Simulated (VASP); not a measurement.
A run of VASP 6.6.1 is set up as follows.

Contents of INCAR:

```
SYSTEM = Al
PREC = Accurate ; ENCUT = 520
EDIFF = 1E-6 ; ISMEAR = 0
SIGMA = 0.15 ; LREAL = .False.
LASPH = .True. ; NELM = 100
ALGO = Fast ; ISIF = 2
LWAVE = .False. ; LCHARG = .False.
GGA = PS ; IVDW = 12
NBANDS = 10
```

The input KPOINTS:

```
Automatic mesh
0
Gamma
  18 18 10
  0 0 0
```

POSCAR

```
Al
1.0
    2.8827667353      0.0000000000      0.0000000000
   -1.4413833676      2.4965492260      0.0000000000
    0.0000000000      0.0000000000      4.9885212500
Al
2
Direct
    0.6666666667      0.3333333333      0.7500000000
    0.3333333333      0.6666666667      0.2500000000
```

Potentials or basis: VASP PAW PBE potentials, release 64 (Al).

Command:

```sh
$ cat potpaw_PBE.64/Al/POTCAR > POTCAR
$ mpirun -np 1 vasp_std > vasp.out
```

Question: Estimate the dispersion energy per atom.

Answer: -0.291 eV.

Question: What does it give for the band gap on the k mesh?

Answer: Zero (bands 3 and 4 overlap by 6.56 eV).

Stress tensor (GPa, compression positive):
```
-8.19  0.00  0.00
 0.00 -8.19  0.00
 0.00  0.00 -9.21
```

Caveat: the cell differs from its parent crystal (strain +0.025 along x and y, +0.025 along z); the cell stands under tension; the PAW data sets were made with another functional, which shifts forces and pressure a little.
